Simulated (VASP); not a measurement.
Input of a VASP 6.6.1 run:

The input INCAR:

```
SYSTEM = InSb3
PREC = Accurate
ENCUT = 500
EDIFF = 1E-6
ISMEAR = 0
SIGMA = 0.1
LREAL = .FALSE.
LASPH = .TRUE.
NELM = 120
ALGO = Normal
ISIF = 2
LWAVE = .FALSE.
LCHARG = .TRUE.
GGA = PS
IVDW = 12
LELF = .TRUE.
LVHAR = .TRUE.
NBANDS = 22
GGA_COMPAT = .FALSE.
```

KPOINTS

```
regular mesh
0
G
  10 10 10
  0 0 0
```

Contents of POSCAR:

```
InSb3
1.0
    0.0000000000      3.6983268453      3.6983268453
    3.6983268453      0.0000000000      3.6983268453
    3.6983268453      3.6983268453      0.0000000000
In Sb
1 3
Direct
    0.0000000000      0.0000000000      0.0000000000
    0.2500000000      0.2500000000      0.2500000000
    0.7500000000      0.7500000000      0.7500000000
    0.5000000000      0.5000000000      0.5000000000
```

Potentials or basis: VASP PAW PBE potentials, release 64 (In_d, Sb).

The run is started by

```bash
$ cat potpaw_PBE.64/In_d/POTCAR potpaw_PBE.64/Sb/POTCAR > POTCAR
$ mpirun -np 1 vasp_std > vasp.out
```

(1) Predict the pressure.

(2) Predict the dispersion energy per atom.

(3) Estimate the band gap on the k mesh.

Answers

(1) -2.0 GPa.

(2) -0.496 eV.

(3) zero (bands 14 and 15 overlap by 3.27 eV).

Caveat: the PAW data sets were made with another functional, which shifts forces and pressure a little; spin-orbit coupling is left out, which moves the levels of the heavy elements.
